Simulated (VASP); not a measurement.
Input of a VASP 6.6.1 run:

The input INCAR:

```
SYSTEM = Li2O
PREC = Accurate
ENCUT = 750
EDIFF = 1E-7
ISMEAR = 0
SIGMA = 0.01
LREAL = .FALSE.
LASPH = .TRUE.
NELM = 120
ALGO = Normal
ISIF = 3
LWAVE = .FALSE.
LCHARG = .FALSE.
GGA = PE
IVDW = 12
IBRION = 2
NSW = 80
EDIFFG = -0.01
GGA_COMPAT = .FALSE.
NELMIN = 4
```

Contents of KPOINTS:

```
Automatic mesh
0
G
  6 6 6
  0 0 0
```

The input POSCAR:

```
Li2O
1.0
    0.0000000000      2.3050000000      2.3050000000
    2.3050000000      0.0000000000      2.3050000000
    2.3050000000      2.3050000000      0.0000000000
Li O
2 1
Direct
    0.2500000000      0.2500000000      0.2500000000
    0.7500000000      0.7500000000      0.7500000000
    0.0000000000      0.0000000000      0.0000000000
```

Potentials or basis: VASP PAW PBE potentials, release 64 (Li_sv, O).

Run with:

```console
$ cat potpaw_PBE.64/Li_sv/POTCAR potpaw_PBE.64/O/POTCAR > POTCAR
$ mpirun -np 1 vasp_std > vasp.out
```

Q: Predict the dispersion energy per atom.

A: -0.282 eV.

Q: Predict the relaxed cell.

A: a = 3.199 Å, b = 3.199 Å, c = 3.199 Å, α = 60.00°, β = 60.00°, γ = 60.00°.

Final structure:
```
Li O
1.0
     0.00000    2.26176    2.26176
     2.26176    0.00000    2.26176
     2.26176    2.26176    0.00000
Li O
2 1
Direct
  0.25000 0.25000 0.25000
  0.75000 0.75000 0.75000
  0.00000 0.00000 0.00000
```
